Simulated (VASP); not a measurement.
# BN (P6_3/mmc) in VASP: further runs

BN is run at these levels: PBEsol; tasks: single point.

Program: VASP 6.6.1. These are calculated values, not measurements. Logs are shortened: lines on timing, memory, paths and dates and some standing lists are left out, and cuts for length are marked.

**1. The cell of the first run**

Symmetry: P6_3/mmc, No. 194, hexagonal system. The conventional cell has a = 2.444 Å, b = 2.444 Å, c = 7.382 Å, α = 90.00°, β = 90.00°, γ = 120.00°. Within 1.9 Å of B (site symmetry -6m2) lie 3 N at 1.41 Å. N (site symmetry -6m2) has 3 B at 1.41 Å within 1.9 Å.

**2. Single point, PBEsol (volume 9.547 Å^3 an atom, c/a of the conventional cell 3.0202)**

The input, INCAR:

```
PREC = Accurate ; ENCUT = 520
EDIFF = 1E-7 ; ISMEAR = 0
SIGMA = 0.05 ; LREAL = F
LASPH = T ; NELM = 60
ALGO = Normal ; ISIF = 2
LWAVE = F ; LCHARG = T
GGA = PS ; LELF = T
LVHAR = T ; NBANDS = 16
```

The input, KPOINTS:

```
regular mesh
0
Gamma
  12 12 4
```

The input, POSCAR:

```
BN
1.0
    2.4441126823      0.0000000000      0.0000000000
   -1.2220563412      2.1166636725      0.0000000000
    0.0000000000      0.0000000000      7.3817091230
B N
2 2
Direct
    0.3333333333      0.6666666667      0.2500000000
    0.6666666667      0.3333333333      0.7500000000
    0.3333333333      0.6666666667      0.7500000000
    0.6666666667      0.3333333333      0.2500000000
```

Potentials or basis: VASP PAW PBE potentials, release 64 (B, N).

On the command line:

```
cat potpaw_PBE.64/B/POTCAR potpaw_PBE.64/N/POTCAR > POTCAR
mpirun -np 1 vasp_std > vasp.out
```

OUTCAR:

```text
PREC = Accurate
   ENCUT = 520
   EDIFF = 1E-7
   ISMEAR = 0
   LREAL = F
   LASPH = T
   NELM = 60
   ISIF = 2
   GGA = PS

 ion  position               nearest neighbor table
   1  0.333  0.667  0.250-   4 1.41   4 1.41   4 1.41
   2  0.667  0.333  0.750-   3 1.41   3 1.41   3 1.41
   3  0.333  0.667  0.750-   2 1.41   2 1.41   2 1.41
   4  0.667  0.333  0.250-   1 1.41   1 1.41   1 1.41

  LATTYP: Found a hexagonal cell.
 ALAT       =     2.4441126823
 C/A-ratio  =     3.0202000000

  Lattice vectors:

 A1 = (   2.4441126823,   0.0000000000,   0.0000000000)
 A2 = (  -1.2220563412,   2.1166636725,   0.0000000000)
 A3 = (   0.0000000000,   0.0000000000,   7.3817091230)

Analysis of symmetry for initial positions (statically):
=====================================================================
 Subroutine PRICEL returns:
 Original cell was already a primitive cell.

 Routine SETGRP: Setting up the symmetry group for a
 hexagonal supercell.

 Subroutine GETGRP returns: Found 24 space group operations
 (whereof 12 operations were pure point group operations)
 out of a pool of 24 trial point group operations.

The static configuration has the point symmetry D_3d.
 The point group associated with its full space group is D_6h.

Analysis of symmetry for dynamics (positions and initial velocities):
=====================================================================
 Subroutine PRICEL returns:
 Original cell was already a primitive cell.

 Routine SETGRP: Setting up the symmetry group for a
 hexagonal supercell.

 Subroutine GETGRP returns: Found 24 space group operations
 (whereof 12 operations were pure point group operations)
 out of a pool of 24 trial point group operations.

The dynamic configuration has the point symmetry D_3d.
 The point group associated with its full space group is D_6h.

 Subroutine INISYM returns: Found 24 space group operations
 (whereof 12 operations are pure point group operations),
 and found     1 'primitive' translations

----------------------------------------------------------------------------------------

                                     Primitive cell

  volume of cell :      38.1883

  direct lattice vectors                    reciprocal lattice vectors
     2.444112682  0.000000000  0.000000000     0.409146439  0.236220807  0.000000000
    -1.222056341  2.116663673  0.000000000     0.000000000  0.472441613  0.000000000
     0.000000000  0.000000000  7.381709123     0.000000000  0.000000000  0.135469982

  length of vectors
     2.444112682  2.444112682  7.381709123     0.472441613  0.472441613  0.135469982

  position of ions in fractional coordinates (direct lattice)
     0.333333333  0.666666667  0.250000000
     0.666666667  0.333333333  0.750000000
     0.333333333  0.666666667  0.750000000
     0.666666667  0.333333333  0.250000000

  ion indices of the primitive-cell ions
   primitive index   ion index
                 1           1
                 2           2
                 3           3
                 4           4

----------------------------------------------------------------------------------------

 KPOINTS: regular mesh

Automatic generation of k-mesh.
 Grid dimensions read from file:
 generate k-points for:   12   12    4

 Generating k-lattice:

  Cartesian coordinates                     Fractional coordinates (reciprocal lattice)
     0.034095537  0.019685067  0.000000000     0.083333333  0.000000000  0.000000000
     0.000000000  0.039370134  0.000000000     0.000000000  0.083333333  0.000000000
     0.000000000  0.000000000  0.033867495     0.000000000  0.000000000  0.250000000

  Length of vectors
     0.039370134  0.039370134  0.033867495

  Shift w.r.t. Gamma in fractional coordinates (k-lattice)
     0.000000000  0.000000000  0.000000000

 Subroutine IBZKPT returns following result:
 ===========================================

 Found     57 irreducible k-points:

 Following reciprocal coordinates:
            Coordinates               Weight
  0.000000  0.000000  0.000000      1.000000
  0.083333  0.000000  0.000000      6.000000
  0.166667  0.000000  0.000000      6.000000
  0.250000  0.000000  0.000000      6.000000
  0.333333 -0.000000  0.000000      6.000000
  0.416667 -0.000000  0.000000      6.000000
[... 16 lines left out ...]
  0.250000  0.000000  0.250000     12.000000
  0.333333 -0.000000  0.250000     12.000000
 [... further k-points ...]
   k-points           NKPTS =     57   k-points in BZ     NKDIM =     57   number of bands    NBANDS=     16
   number of dos      NEDOS =    301   number of ions     NIONS =      4
   total plane-waves  NPLWV =  18144
   dimension x,y,z NGX =    18 NGY =   18 NGZ =   56
   dimension x,y,z NGXF=    36 NGYF=   36 NGZF=  112
   ions per type =               2   2
   NGX,Y,Z   is equivalent  to a cutoff of  12.24, 12.24, 12.61 a.u.
   NGXF,Y,Z  is equivalent  to a cutoff of  24.49, 24.49, 25.22 a.u.
 SYSTEM =  unknown system
   PREC   = accura    normal or accurate (medium, high low for compatibility)
   ISTART =      0    job   : 0-new  1-cont  2-samecut
   ICHARG =      2    charge: 1-file 2-atom 10-const
   ISPIN  =      1    spin polarized calculation?
   LNONCOLLINEAR =      F non collinear calculations
   LSORBIT =      F    spin-orbit coupling
   LASPH  =      T    aspherical Exc in radial PAW
   ENCUT  =  520.0 eV  38.22 Ry    6.18 a.u.   4.54  4.54 13.73*2*pi/ulx,y,z
   NELM   =     60;   NELMIN=  2; NELMDL= -5     # of ELM steps
   EDIFF  = 0.1E-06   stopping-criterion for ELM
   LREAL  =      F    real-space projection
   EDIFFG = 0.1E-05   stopping-criterion for IOM
   NSW    =      0    number of steps for IOM
   IBRION =     -1    ionic relax: 0-MD 1-quasi-New 2-CG
   NFREE  =      0    steps in history (QN), initial steepest desc. (CG)
   ISIF   =      2    stress and relaxation
   ISYM   =      2    0-nonsym 1-usesym 2-fastsym
   POTIM  = 0.5000    time-step for ionic-motion
   TEBEG  =    0.0;   TEEND  =   0.0 temperature during run
   PSTRESS=    0.0 pullay stress
   NELECT =      16.0000    total number of electrons
   NUPDOWN=      -1.0000    fix difference up-down
   EMIN   =  10.00;   EMAX   =-10.00  energy-range for DOS
   EFERMI =   0.00;   METHOD = LEGACY
   ISMEAR =     0;   SIGMA  =   0.05  broadening in eV -4-tet -1-fermi 0-gaus
   EFERMI_NEDOS =   21; number of points for ismear=-14 and -15
   IALGO  =     38    algorithm
   IMIX   =      4    mixing-type and parameters
     AMIX     =   0.40;   BMIX     =  1.00
     AMIX_MAG =   1.60;   BMIX_MAG =  1.00
  volume/ion in A,a.u.               =       9.55        64.43
  Fermi-wavevector in a.u.,A,eV,Ry     =   1.225006  2.314925 20.417437  1.500639
  Thomas-Fermi vector in A             =   2.360060
   LORBIT       =      0    0 simple, 1 ext, 2 COOP (PROOUT), +10 PAW based schemes
   GGA     = PS    functional components
   LHFCALC =     F    Hartree Fock is set to
   AEXX    =    0.0000 exact exchange contribution
   IVDW    =     0    specifies the selected vdW correction
   LEPSILON=     F    determine dielectric tensor
   LRPA    =     F    only Hartree local field effects (RPA)
 non-spin polarized calculation
 Gauss-broadening in eV      SIGMA  =   0.05
  energy-cutoff  :      520.00
  volume of cell :       38.19
 maximum number of plane-waves:      1050
   NGX =  9   NGY =  9   NGZ = 27

 number of electron      16.0000001 magnetization

 Free energy of the ion-electron system (eV)
  ---------------------------------------------------
  ext. energy  EPLUGINS =         0.00000000
  ---------------------------------------------------
  free energy    TOTEN  =       -36.41218544 eV

  energy without entropy =      -36.41218544  energy(sigma->0) =      -36.41218544

 E-fermi :   2.0113     XC(G=0):  -9.7142

 val. band max:        1.6876420747   @ k =   0.3333   0.3333   0.5000
 cond. band min:       6.1548311562   @ k =   0.5000   0.0000   0.0000
 fundamental gap:      4.4671890815
 Fermi energy:         2.0112835558

 k-point     1 :       0.0000    0.0000    0.0000
  band No.  band energies     occupation
      1     -16.4357      2.00000
      2     -16.3107      2.00000
      3      -4.5749      2.00000
      4      -3.3565      2.00000
      5       0.4679      2.00000
      6       0.4679      2.00000
[... 8 lines left out ...]
     15      13.9957      0.00000
     16      15.3179      0.00000

 k-point     2 :       0.0833    0.0000    0.0000
  band No.  band energies     occupation
      1     -16.2932      2.00000
      2     -16.1705      2.00000
      3      -4.3782      2.00000
      4      -3.1719      2.00000
      5      -0.1085      2.00000
      6      -0.1041      2.00000
[... 8 lines left out ...]
     15      14.5194      0.00000
     16      14.8261      0.00000

 k-point     3 :       0.1667    0.0000    0.0000
  band No.  band energies     occupation
      1     -15.8728      2.00000
      2     -15.7569      2.00000
      3      -3.7952      2.00000
      4      -2.6271      2.00000
      5      -1.5784      2.00000
      6      -1.5721      2.00000
[... 8 lines left out ...]
     15      16.1267      0.00000
     16      16.2065      0.00000

 k-point     4 :       0.2500    0.0000    0.0000
  band No.  band energies     occupation
      1     -15.2005      2.00000
      2     -15.0959      2.00000
      3      -3.4558      2.00000
      4      -3.4419      2.00000
      5      -2.8526      2.00000
      6      -1.7563      2.00000
[... 8 lines left out ...]
     15      16.7540      0.00000
     16      18.6528      0.00000
[... 324 lines left out ...]
 k-point    22 :       0.1667    0.0000    0.2500
  band No.  band energies     occupation
      1     -15.8562      2.00000
      2     -15.7742      2.00000
      3      -3.6466      2.00000
      4      -2.8273      2.00000
      5      -1.5749      2.00000
      6      -1.5698      2.00000
[... 8 lines left out ...]
     15      16.2133      0.00000
     16      16.2458      0.00000

 k-point    23 :       0.2500    0.0000    0.2500
  band No.  band energies     occupation
      1     -15.1855      2.00000
      2     -15.1116      2.00000
      3      -3.4579      2.00000
      4      -3.4466      2.00000
      5      -2.7056      2.00000
      6      -1.9363      2.00000
[... 8 lines left out ...]
     15      18.0251      0.00000
     16      18.6590      0.00000

 k-point    24 :       0.3333   -0.0000    0.2500
  band No.  band energies     occupation
      1     -14.3302      2.00000
      2     -14.2688      2.00000
      3      -5.3400      2.00000
      4      -5.3228      2.00000
      5      -1.9561      2.00000
      6      -1.9428      2.00000
[... 8 lines left out ...]
     15      18.5561      0.00000
     16      20.4257      0.00000

 [... further k-points ...]
[... 5 lines left out ...]
  --------------------------------------------------------------------------------------
  -------------------------------------------------------------------------------------
  Total        6.3916190      6.3916190     -0.0966882     -0.0000000     -0.0000000      0.0000000
  in kB      268.1584289    268.1584288     -4.0565246     -0.0000000     -0.0000000      0.0000000
  external PRESSURE =     177.4201110 kB  Pullay stress =       0.0000000 kB

 VOLUME and BASIS-vectors are now :
 -----------------------------------------------------------------------------
  energy-cutoff  :      520.00
  volume of cell :       38.19
      direct lattice vectors                 reciprocal lattice vectors
     2.444112682  0.000000000  0.000000000     0.409146439  0.236220807  0.000000000
    -1.222056341  2.116663673  0.000000000     0.000000000  0.472441613  0.000000000
     0.000000000  0.000000000  7.381709123     0.000000000  0.000000000  0.135469982

 POSITION                                       TOTAL-FORCE (eV/Angst)
 -----------------------------------------------------------------------------------
     -0.00000      1.41111      1.84543         0.000000     -0.000000      0.000000
      1.22206      0.70555      5.53628        -0.000000      0.000000      0.000000
     -0.00000      1.41111      5.53628        -0.000000     -0.000000      0.000000
      1.22206      0.70555      1.84543         0.000000      0.000000      0.000000
 -----------------------------------------------------------------------------------
    total drift:                                0.000000     -0.000000      0.000000

  FREE ENERGIE OF THE ION-ELECTRON SYSTEM (eV)
  ---------------------------------------------------
  free  energy   TOTEN  =       -36.4121854423 eV

  energy  without entropy=      -36.4121854423  energy(sigma->0) =      -36.41218544
```

It took 16 s on 1 thread of Intel Xeon 6975P-C (Granite Rapids), shared host; peak memory 0.15 GiB.

Results:

- Free energy: -36.4122 eV
- Pressure: 17.7 GPa
- Band gap on the k mesh: 4.47 eV, indirect (least direct gap 4.79 eV)

Levels at points of the mesh, in eV from the valence-band top:
| k point | band 5 | band 6 | band 7 | band 8 | band 9 | band 10 | band 11 | band 12 |
| --- | --- | --- | --- | --- | --- | --- | --- | --- |
| (0.00, 0.00, 0.00) | -1.22 | -1.22 | -1.21 | -1.21 | 4.52 | 8.98 | 12.15 | 12.15 |
| (0.50, 0.00, 0.00) | -4.24 | -4.22 | -1.27 | -0.73 | 4.47 | 5.35 | 10.05 | 10.72 |
| (0.00, 0.00, 0.50) | -1.21 | -1.21 | -1.21 | -1.21 | 6.38 | 6.38 | 12.17 | 12.17 |
| (0.50, 0.00, 0.50) | -4.23 | -4.23 | -1.00 | -1.00 | 4.82 | 4.82 | 10.52 | 10.52 |

Caveat: the PAW data sets were made with another functional, which shifts forces and pressure a little; this functional lacks dispersion, which binds the layers, so the pressure and a relaxed spacing across them are unreliable. A k mesh can miss the band edges.

**3. Single point, PBEsol (volume 9.547 Å^3 an atom, c/a of the conventional cell 2.4903)**

The input, INCAR:

```
SYSTEM = BN
PREC = Accurate
ENCUT = 520
EDIFF = 1E-7
ISMEAR = 0
SIGMA = 0.05
LREAL = .False.
LASPH = .True.
NELM = 80
ALGO = Normal
ISIF = 2
LWAVE = .False.
LCHARG = .False.
GGA = PS
NBANDS = 16
```

The input, KPOINTS:

```
regular mesh
0
Gamma
  12 12 4
  0 0 0
```

The input, POSCAR:

```
BN
1.0
    2.6064490272      0.0000000000      0.0000000000
   -1.3032245136      2.2572510712      0.0000000000
    0.0000000000      0.0000000000      6.4908400124
B N
2 2
Direct
    0.3333333333      0.6666666667      0.2500000000
    0.6666666667      0.3333333333      0.7500000000
    0.3333333333      0.6666666667      0.7500000000
    0.6666666667      0.3333333333      0.2500000000
```

Potentials or basis: VASP PAW PBE potentials, release 64 (B, N).

On the command line:

```
cat potpaw_PBE.64/B/POTCAR potpaw_PBE.64/N/POTCAR > POTCAR
mpirun -np 1 vasp_std > vasp.out
```

It took 13 s on 1 thread of Intel Xeon 6975P-C (Granite Rapids), shared host; peak memory 0.16 GiB.

Results (log left out):

```
Free energy            : -36.2089 eV
Pressure               : -24.0 GPa
Band gap on the k mesh : 3.90 eV, indirect (least direct gap 4.21 eV)
```

Stress tensor (GPa, compression positive):
```
-36.49   0.00   0.00
  0.00 -36.49   0.00
  0.00   0.00   1.01
```

Levels at points of the mesh, in eV from the valence-band top:
```csv
k point,band 6,band 7,band 8,band 9,band 10,band 11
"(0.00, 0.00, 0.00)",-1.49,-1.43,-1.43,5.06,9.85,10.25
"(0.50, 0.00, 0.00)",-3.92,-1.52,-0.31,3.90,5.39,8.34
"(0.00, 0.00, 0.50)",-1.46,-1.46,-1.46,7.37,7.37,10.55
"(0.50, 0.00, 0.50)",-3.97,-0.87,-0.87,4.35,4.35,8.61
```

Caveat: the PAW data sets were made with another functional, which shifts forces and pressure a little; this functional lacks dispersion, which binds the layers, so the pressure and a relaxed spacing across them are unreliable.

[end of part 1 of 4]
